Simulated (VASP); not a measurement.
# Br (Cmce) in VASP: settings compared, part 2 of 2

VASP 6.6.1.

## 4. Relaxation of cell and atoms, PBE, target pressure 20 GPa, at which the enthalpy is minimised

Input file INCAR:

```
PREC = Accurate ; ENCUT = 600
EDIFF = 1E-6 ; ISMEAR = -1
SIGMA = 0.05 ; LREAL = False
LASPH = True ; NELM = 80
ALGO = Normal ; ISIF = 3
LWAVE = False ; LCHARG = False
GGA = PE ; IBRION = 2
NSW = 60 ; EDIFFG = -0.01
PSTRESS = 200.0
```

Input file KPOINTS:

```
Automatic mesh
0
Gamma
  7 7 3
```

Input file POSCAR:

```
Br
1.0
    3.3632500000     -2.3225500000      0.0000000000
    3.3632500000      2.3225500000      0.0000000000
    0.0000000000      0.0000000000      8.7023000000
Br
4
Direct
    0.3651000000      0.6349000000      0.3901000000
    0.1349000000      0.8651000000      0.8901000000
    0.6349000000      0.3651000000      0.6099000000
    0.8651000000      0.1349000000      0.1099000000
```

On the command line:

```sh
> cat potpaw_PBE.64/Br/POTCAR > POTCAR
> mpirun -np 1 vasp_std > vasp.out
```

Wall time 7.3 min (1 thread of Intel Xeon 6975P-C (Granite Rapids), shared host); peak memory 0.35 GiB.

The run converged. Its results:

* Free energy: -4.5605 eV
* Relaxed volume: 20.60 Å³/atom
* Relaxed cell: a = 3.340 Å, b = 3.340 Å, c = 8.075 Å, α = 90.00°, β = 90.00°, γ = 66.15°
* Space group after relaxing (to 0.1 Å): Cmce (No. 64)
* Energy change on relaxing (the run minimises the enthalpy): +453.0 meV/atom
* Ionic steps: 19
* Pressure after relaxing: 20.0 GPa
* Largest force after relaxing: 0.004 eV/Å
* Band gap on the k mesh: 0.77 eV (least direct gap 1.40 eV)

Forces in eV/Å, atoms in the order of the input:
```
Br   0.000 -0.002  0.003
Br   0.000  0.002  0.003
Br   0.000  0.002 -0.003
Br   0.000 -0.002 -0.003
```

Stress tensor (GPa, compression positive):
```
19.94  0.00  0.00
 0.00 20.03  0.00
 0.00  0.00 19.96
```

The path:
```
step  energy change (eV)  largest force (eV/Å)  pressure (GPa)  volume (Å³)
   1              0.0000                0.8819            1.85       135.95
   2              6.8716               10.7698           64.99        73.37
   3              1.9694                5.4305           21.68        96.40
   4              3.2144                1.0637           33.10        75.32
   5              2.2920                1.0325           26.26        80.86
   6              2.3404                0.9767           26.62        80.47
   7              1.4050                0.3357           15.77        87.23
   8              1.6646                0.4947           18.97        84.92
   9              1.7046                0.4328           19.22        84.33
  10              1.8579                0.2819           20.23        82.54
  11              2.3233                0.1510           23.45        78.91
  12              2.0368                0.1876           21.49        80.94
  13              1.9228                0.0648           20.64        81.61
  14              1.8099                0.1078           19.76        82.42
  15              1.8217                0.0858           19.86        82.32
  16              1.8402                0.0393           20.30        82.16
  17              1.8414                0.0370           20.33        82.15
  18              1.8023                0.0172           19.90        82.46
  19              1.8122                0.0038           19.97        82.38
```

Final structure:
```
CELL_PARAMETERS angstrom
2.79864 -1.82269 0.00000
2.79864 1.82269 0.00000
0.00000 0.00000 8.07516
ATOMIC_POSITIONS crystal
Br 0.31546 0.68454 0.37755
Br 0.18454 0.81546 0.87755
Br 0.68454 0.31546 0.62245
Br 0.81546 0.18454 0.12245
```

Levels at points of the mesh, in eV from the valence-band top:
```csv
k point,band 11,band 12,band 13,band 14,band 15,band 16,band 17,band 18
"(0.00, 0.00, 0.00)",-0.94,-0.69,-0.12,-0.04,1.67,2.68,5.36,7.53
```

Caveat: the cell is relaxed towards a set pressure, so the run minimises the enthalpy, not the energy; the volume moved by over 15 % at a fixed basis, so the end points are rough; semilocal functionals underestimate gaps, and a narrow one can read as zero; this functional lacks dispersion, which holds the molecules together, so the pressure and a relaxed volume are unreliable.

## 5. Relaxation of cell and atoms, PBE, target pressure 30 GPa, at which the enthalpy is minimised

Input file INCAR:

```
SYSTEM = Br
PREC     = Accurate       ! precision mode
ENCUT    = 600            ! plane-wave cutoff, eV
EDIFF    = 1E-6           ! SCF threshold, eV
ISMEAR   = -1             ! smearing method
SIGMA    = 0.05           ! smearing width, eV
LREAL    = .FALSE.        ! projectors in reciprocal space
LASPH    = .TRUE.         ! aspherical terms in the spheres
NELM     = 60             ! most SCF steps
ALGO     = Normal         ! electronic algorithm
ISIF     = 3              ! what is computed and relaxed
LWAVE    = .FALSE.        ! write WAVECAR
LCHARG   = .FALSE.        ! write CHGCAR
GGA      = PE             ! functional
IBRION   = 2              ! ionic algorithm
NSW      = 60             ! ionic steps
EDIFFG   = -0.01          ! ionic threshold
PSTRESS  = 300.0
```

Input file KPOINTS:

```
regular mesh
0
G
  7 7 3
  0 0 0
```

POSCAR is that of step 4.

Potentials or basis: VASP PAW PBE potentials, release 64 (Br).

On the command line:

```sh
> cat potpaw_PBE.64/Br/POTCAR > POTCAR
> mpirun -np 1 vasp_std > vasp.out
```

OUTCAR:

```text
SYSTEM = Br
   PREC = Accurate
   ENCUT = 600
   EDIFF = 1E-6
   ISMEAR = -1
   LREAL = .FALSE.
   LASPH = .TRUE.
   NELM = 60
   ISIF = 3
   GGA = PE
   IBRION = 2
   NSW = 60
   EDIFFG = -0.01
   PSTRESS = 300.0

 ion  position               nearest neighbor table
   1  0.365  0.635  0.390-   3 2.29
   2  0.135  0.865  0.890-   4 2.29
   3  0.635  0.365  0.610-   1 2.29
   4  0.865  0.135  0.110-   2 2.29

  LATTYP: Found a base centered orthorhombic cell.
 ALAT       =     4.6451000000
 B/A-ratio  =     1.4480850789
 C/A-ratio  =     1.8734365245

  Lattice vectors:

 A1 = (  -3.3632500000,  -2.3225500000,   0.0000000000)
 A2 = (   3.3632500000,  -2.3225500000,   0.0000000000)
 A3 = (   0.0000000000,   0.0000000000,   8.7023000000)

Analysis of symmetry for initial positions (statically):
=====================================================================
 Subroutine PRICEL returns:
 Original cell was already a primitive cell.

 Routine SETGRP: Setting up the symmetry group for a
 base centered orthorhombic supercell.

 Subroutine GETGRP returns: Found  8 space group operations
 (whereof  4 operations were pure point group operations)
 out of a pool of  8 trial point group operations.

The static configuration has the point symmetry C_2h.
 The point group associated with its full space group is D_2h.

Analysis of symmetry for dynamics (positions and initial velocities):
=====================================================================
 Subroutine PRICEL returns:
 Original cell was already a primitive cell.

 Routine SETGRP: Setting up the symmetry group for a
 base centered orthorhombic supercell.

 Subroutine GETGRP returns: Found  8 space group operations
 (whereof  4 operations were pure point group operations)
 out of a pool of  8 trial point group operations.
[... 112 lines left out ...]
   ISIF   =      3    stress and relaxation
   ISYM   =      2    0-nonsym 1-usesym 2-fastsym
   POTIM  = 0.5000    time-step for ionic-motion
   TEBEG  =    0.0;   TEEND  =   0.0 temperature during run
   PSTRESS=  300.0 pullay stress
   NELECT =      28.0000    total number of electrons
   NUPDOWN=      -1.0000    fix difference up-down
   EMIN   =  10.00;   EMAX   =-10.00  energy-range for DOS
   EFERMI =   0.00;   METHOD = LEGACY
   ISMEAR =    -1;   SIGMA  =   0.05  broadening in eV -4-tet -1-fermi 0-gaus
   EFERMI_NEDOS =   21; number of points for ismear=-14 and -15
   IALGO  =     38    algorithm
   IMIX   =      4    mixing-type and parameters
     AMIX     =   0.40;   BMIX     =  1.00
     AMIX_MAG =   1.60;   BMIX_MAG =  1.00
  volume/ion in A,a.u.               =      33.99       229.36
  Fermi-wavevector in a.u.,A,eV,Ry     =   0.966788  1.826965 12.717090  0.934680
  Thomas-Fermi vector in A             =   2.096619
   LORBIT       =      0    0 simple, 1 ext, 2 COOP (PROOUT), +10 PAW based schemes
   GGA     = PE    functional components
   LHFCALC =     F    Hartree Fock is set to
   AEXX    =    0.0000 exact exchange contribution
   IVDW    =     0    specifies the selected vdW correction
   LEPSILON=     F    determine dielectric tensor
   LRPA    =     F    only Hartree local field effects (RPA)
 conjugate gradient relaxation of ions
 non-spin polarized calculation
  energy-cutoff  :      600.00
  volume of cell :      135.95
 maximum number of plane-waves:      4552
 NGX is ok and might be reduce to    36
   NGX = 17   NGY = 17   NGZ = 35

--------------------------------------- Ionic step        1  -------------------------------------------

 number of electron      28.0000004 magnetization

 Free energy of the ion-electron system (eV)
  ---------------------------------------------------
  ext. energy  EPLUGINS =         0.00000000
  ---------------------------------------------------
  free energy    TOTEN  =        -6.37264487 eV

  energy without entropy =       -6.37264486  energy(sigma->0) =       -6.37264486

------------------------ aborting loop because EDIFF is reached ----------------------------------------

  FORCE on cell =-STRESS in cart. coord.  units (eV):
  Direction    XX          YY          ZZ          XY          YZ          ZX
  --------------------------------------------------------------------------------------
  -------------------------------------------------------------------------------------
  Total        1.0280520      1.0924216      2.5807125      0.0000000      0.0000000      0.0000000
  in kB       12.1153895     12.8739735     30.4131873      0.0000000      0.0000000      0.0000000
  external PRESSURE =    -281.5324832 kB  Pullay stress =     300.0000000 kB
[... 1128 lines left out ...]
     17      17.5149      0.00000
     18      17.8534      0.00000

 [... further k-points ...]

[... ionic steps 4 to 21 ...]

--------------------------------------- Ionic step       22  -------------------------------------------

 number of electron      28.0000000 magnetization

------------------------ aborting loop because EDIFF is reached ----------------------------------------
[... 75 lines left out ...]
--------------------------------------- Ionic step       24  -------------------------------------------

 number of electron      28.0000000 magnetization

 Free energy of the ion-electron system (eV)
  ---------------------------------------------------
  ext. energy  EPLUGINS =         0.00000000
  ---------------------------------------------------
  free energy    TOTEN  =        -3.51990673 eV

  energy without entropy =       -3.51954191  energy(sigma->0) =       -3.51972432

 E-fermi :   6.1731     XC(G=0): -10.8248

 val. band max:        5.8949906899   @ k =  -0.2857   0.1429   0.3333
 cond. band min:       6.4141876239   @ k =   0.4286   0.4286   0.3333
 fundamental gap:      0.5191969339
 Fermi energy:         6.1731053074
[... 539 lines left out ...]
  energy  without entropy=       -3.5195419062  energy(sigma->0) =       -3.51972432

  enthalpy is  TOTEN    =        10.6398185539 eV   P V=       14.1597252793

 reached required accuracy - stopping structural energy minimisation
```

CONTCAR:

```text
Br
   1.00000000000000
     2.6887299369426256   -1.7716280814179906    0.0000000000000000
     2.6887299369426256    1.7716280814179906   -0.0000000000000000
     0.0000000000000000   -0.0000000000000000    7.9376952515108483
  Br
     4
Direct
     0.3077790744116471    0.6922209255883530    0.3770010701921437
     0.1922209255883530    0.8077790744116470    0.8770010701921432
     0.6922209255883530    0.3077790744116471    0.6229989298078568
     0.8077790744116470    0.1922209255883530    0.1229989298078565

  0.00000000E+00  0.00000000E+00  0.00000000E+00
  0.00000000E+00  0.00000000E+00  0.00000000E+00
  0.00000000E+00  0.00000000E+00  0.00000000E+00
  0.00000000E+00  0.00000000E+00  0.00000000E+00
```

It took 9 min on 1 thread of Intel Xeon 6975P-C (Granite Rapids), shared host; peak memory 0.36 GiB.

Results:

```
Free energy                                                : -3.5199 eV
Relaxed volume                                             : 18.91 Å³/atom
Relaxed cell                                               : a = 3.220 Å, b = 3.220 Å, c = 7.938 Å, α = 90.00°, β = 90.00°, γ = 66.76°
Space group after relaxing (to 0.1 Å)                      : Cmce (No. 64)
Energy change on relaxing (the run minimises the enthalpy) : +713.2 meV/atom
Ionic steps                                                : 24
Pressure after relaxing                                    : 30.0 GPa
Largest force after relaxing                               : 0.003 eV/Å
Band gap on the k mesh                                     : 0.52 eV (least direct gap 1.23 eV)
```

Forces in eV/Å, atoms in the order of the input:
```
Br   0.000  0.001 -0.003
Br   0.000 -0.001 -0.003
Br   0.000 -0.001  0.003
Br   0.000  0.001  0.003
```

Step by step:
| step | energy change (eV) | largest force (eV/Å) | pressure (GPa) | volume (Å³) |
| --- | --- | --- | --- | --- |
| 1 | 0.0000 | 0.8819 | 1.85 | 135.95 |
| 2 | 27.9714 | 30.7786 | 266.37 | 49.04 |
| 3 | 2.4049 | 6.6438 | 24.46 | 95.91 |
| 4 | 3.0032 | 7.5586 | 29.44 | 91.96 |
| 5 | 9.8039 | 4.2760 | 88.62 | 58.60 |
| 6 | 3.3553 | 1.4999 | 36.86 | 75.39 |
| 7 | 3.5923 | 1.2471 | 38.76 | 74.02 |
| 8 | 1.8692 | 0.3984 | 19.06 | 83.28 |
| 9 | 2.5999 | 0.6737 | 27.93 | 78.41 |
| 10 | 2.7014 | 0.5555 | 28.68 | 77.44 |
| 11 | 3.1365 | 0.1742 | 31.82 | 74.54 |
| 12 | 2.9744 | 0.1120 | 30.76 | 75.10 |
| 13 | 2.8475 | 0.2366 | 29.91 | 75.67 |
| 14 | 2.8608 | 0.2123 | 29.99 | 75.60 |
| 15 | 2.8567 | 0.0324 | 30.03 | 75.60 |
| 16 | 2.8566 | 0.0117 | 30.04 | 75.60 |
| 17 | 2.8566 | 0.0129 | 30.05 | 75.60 |
| 18 | 2.8481 | 0.0099 | 29.96 | 75.65 |
| 19 | 2.8430 | 0.0085 | 29.90 | 75.67 |
| 20 | 2.8441 | 0.0068 | 29.90 | 75.67 |
| 21 | 2.8476 | 0.0035 | 29.95 | 75.65 |
| 22 | 2.8547 | 0.0127 | 30.03 | 75.61 |
| 23 | 2.8499 | 0.0053 | 29.97 | 75.64 |
| 24 | 2.8527 | 0.0031 | 29.98 | 75.62 |

Final structure:
```
CELL_PARAMETERS angstrom
2.68873 -1.77163 0.00000
2.68873 1.77163 0.00000
0.00000 0.00000 7.93770
ATOMIC_POSITIONS crystal
Br 0.30778 0.69222 0.37700
Br 0.19222 0.80778 0.87700
Br 0.69222 0.30778 0.62300
Br 0.80778 0.19222 0.12300
```

Levels at points of the mesh, in eV from the valence-band top:
```tsv
k point	band 11	band 12	band 13	band 14	band 15	band 16	band 17	band 18
(0.00, 0.00, 0.00)	-0.77	-0.56	-0.12	-0.08	1.79	2.81	4.93	7.64
```

Caveat: the cell is relaxed towards a set pressure, so the run minimises the enthalpy, not the energy; the volume moved by over 15 % at a fixed basis, so the end points are rough; semilocal functionals underestimate gaps, and a narrow one can read as zero; this functional lacks dispersion, which holds the molecules together, so the pressure and a relaxed volume are unreliable. As with any semilocal functional, this PBE gap is likely too small.

## 6. Single point, PBE (31.95 Å³/atom)

This run uses another cell than the first one, of 31.95 Å³/atom.

Input file INCAR:

```
PREC = Accurate
ENCUT = 520
EDIFF = 1E-7
ISMEAR = -1
SIGMA = 0.05
LREAL = F
LASPH = T
NELM = 100
ALGO = Normal
ISIF = 2
LWAVE = F
LCHARG = F
GGA = PE
NBANDS = 22
```

Input file KPOINTS:

```
regular mesh
0
Gamma
  7 7 3
```

Input file POSCAR:

```
Br
1.0
    3.2945929801     -2.2751377168      0.0000000000
    3.2945929801      2.2751377168      0.0000000000
    0.0000000000      0.0000000000      8.5246521939
Br
4
Direct
    0.3651000000      0.6349000000      0.3901000000
    0.1349000000      0.8651000000      0.8901000000
    0.6349000000      0.3651000000      0.6099000000
    0.8651000000      0.1349000000      0.1099000000
```

Potentials or basis: VASP PAW PBE potentials, release 64 (Br).

On the command line:

```sh
> cat potpaw_PBE.64/Br/POTCAR > POTCAR
> mpirun -np 1 vasp_std > vasp.out
```

Wall time 2.8 min (1 thread of Oxide Virtual Turin-like, shared host); peak memory 0.21 GiB.

The run converged. Its results:

```yaml
Free_energy: -6.2238 eV
Pressure: 4.1 GPa
Largest_force: 1.664 eV/Å
Band_gap_on_the_k_mesh: 2.10 eV (least direct gap 2.12 eV)
```

Forces in eV/Å, atoms in the order of the input:
```
Br   0.000  0.877 -1.414
Br   0.000 -0.877 -1.414
Br   0.000 -0.877  1.414
Br   0.000  0.877  1.414
```

Stress tensor (GPa, compression positive):
```
1.71 0.00 0.00
0.00 3.39 0.00
0.00 0.00 7.19
```

Levels at points of the mesh, in eV from the valence-band top:
```
           k point  band 11  band 12  band 13  band 14  band 15  band 16  band 17  band 18
(0.00, 0.00, 0.00)    -1.01    -0.38    -0.07    -0.01     2.11     2.89     6.07     6.60
```

Caveat: the stress differs along the axes, from 2 to 7 GPa; this functional lacks dispersion, which holds the molecules together, so the pressure and a relaxed volume are unreliable; forces of over 1 eV/Å act on the atoms, so gaps and moduli don't describe the material at rest.

## 7. Summary

| task | level | cell | k mesh | cutoff (eV) | grid for exact exchange (PRECFOCK) | share of exact exchange | screening parameter | gap on the mesh (eV) | pressure (GPa) | largest force (eV/Å) |
| --- | --- | --- | --- | --- | --- | --- | --- | --- | --- | --- |
| single point | PBE-based screened hybrid with 25 % exact exchange | a = 4.087, b = 4.087, c = 8.702 Å, angles 90.0, 90.0, 69.3°, 4 atoms | 4 × 4 × 2 | 520 | Normal | 0.25 | 0.20787 1/Å | 3.10 | 0.8 | 0.16 |
| relaxation of cell and atoms | PBE | relaxed to 10 GPa from a = 4.087, b = 4.087, c = 8.702 Å, angles 90.0, 90.0, 69.3°, 4 atoms | 7 × 7 × 3 | 600 | - | - | - | 1.04 | 10.0 | 0.01 |
| relaxation of cell and atoms | PBE | relaxed to 20 GPa from a = 4.087, b = 4.087, c = 8.702 Å, angles 90.0, 90.0, 69.3°, 4 atoms | 7 × 7 × 3 | 600 | - | - | - | 0.77 | 20.0 | - |
| relaxation of cell and atoms | PBE | relaxed to 30 GPa from a = 4.087, b = 4.087, c = 8.702 Å, angles 90.0, 90.0, 69.3°, 4 atoms | 7 × 7 × 3 | 600 | - | - | - | 0.52 | 30.0 | - |
| single point | PBE | a = 4.004, b = 4.004, c = 8.525 Å, angles 90.0, 90.0, 69.3°, 4 atoms | 7 × 7 × 3 | 520 | - | - | - | 2.10 | 4.1 | 1.66 |

Alike in all rows: potentials or basis VASP PAW PBE potentials, release 64 (Br); no spin polarisation; smearing fermi-dirac 0.05 eV.

Caveats: this functional lacks dispersion, which holds the molecules together, so the pressure and a relaxed volume are unreliable; the cell is relaxed towards a set pressure, so the run minimises the enthalpy, not the energy (at least some runs); the volume moved by over 15 % at a fixed basis, so the end points are rough (at least some runs); semilocal functionals underestimate gaps, and a narrow one can read as zero (at least some runs); the PAW data sets were made with another functional, which shifts forces and pressure a little (at least some runs); the stress differs along the axes, from 2 to 7 GPa (at least some runs); forces of over 1 eV/Å act on the atoms, so gaps and moduli don't describe the material at rest (at least some runs).

Absolute energies hang on the potentials; compare differences alone.
